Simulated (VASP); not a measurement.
AlN: single point with PBE

AlN:

```
Al N
1.0
     2.20159   -2.20159    0.00000
     2.20159    0.00000   -2.20159
     9.02651    8.58619    8.80635
Al N
6 6
Direct
  0.96042 0.00000 0.39580
  0.31042 0.33333 0.22913
  0.61042 0.66667 0.56247
  0.91042 0.00000 0.89580
  0.26042 0.33333 0.72913
  0.66042 0.66667 0.06247
  0.62292 0.66667 0.43747
  0.97292 0.00000 0.27080
  0.27292 0.33333 0.60413
  0.57292 0.66667 0.93747
  0.92292 0.00000 0.77080
  0.32292 0.33333 0.10413
```

```json
{"Program": "VASP 6.6.1", "Task": "single point", "Functional": "PBE", "Potentials or basis": "VASP PAW PBE potentials, release 64 (Al, N)", "Cutoff": "520 eV", "k mesh": "8 × 8 × 2", "Occupations": "gaussian, width 0.05 eV", "Spin": "no spin polarisation"}
```

The pressure is -0.4 GPa, the largest force is 0.584 eV/Å and the band gap on the k mesh is 3.15 eV, indirect (least direct gap 3.60 eV).

Forces on the atoms (eV/Å):
```
Al   0.003  0.006  0.005
Al  -0.005  0.018  0.015
Al   0.004  0.005  0.005
Al   0.016 -0.078 -0.084
Al   0.002  0.008  0.005
Al  -0.464  0.304 -0.045
N   -0.005 -0.004 -0.004
N   -0.011  0.002 -0.004
N   -0.003 -0.006 -0.005
N    0.507 -0.286  0.048
N    0.015 -0.028 -0.005
N   -0.060  0.060  0.069
```

Stress tensor (GPa, compression positive):
```
-1.78  0.07 -1.13
 0.07  0.44  1.26
-1.13  1.26  0.02
```

Levels at points of the mesh, in eV from the valence-band top:
```csv
k point,band 21,band 22,band 23,band 24,band 25,band 26,band 27,band 28
"(0.00, 0.00, 0.00)",-0.22,-0.15,-0.11,0.00,3.85,5.25,5.30,6.65
"(0.50, 0.00, 0.00)",-0.96,-0.96,-0.61,-0.45,3.15,4.50,4.51,6.87
"(0.50, 0.50, 0.00)",-0.98,-0.96,-0.67,-0.58,3.23,4.52,4.56,6.83
"(0.00, 0.50, 0.00)",-0.99,-0.95,-0.66,-0.47,3.19,4.52,4.54,6.85
"(0.00, 0.00, 0.50)",-0.20,-0.15,-0.14,-0.08,4.31,4.36,6.09,6.13
"(0.50, 0.00, 0.50)",-0.91,-0.80,-0.69,-0.61,3.53,3.58,5.68,5.71
"(0.50, 0.50, 0.50)",-1.06,-0.92,-0.70,-0.68,3.60,3.65,5.66,5.72
"(0.00, 0.50, 0.50)",-0.94,-0.92,-0.69,-0.61,3.59,3.59,5.68,5.72
```

Run time: 4 min on 1 thread of AMD EPYC 7R13 Processor (Zen 3) (shared host), peak memory 0.35 GiB.

A k mesh can miss the band edges.
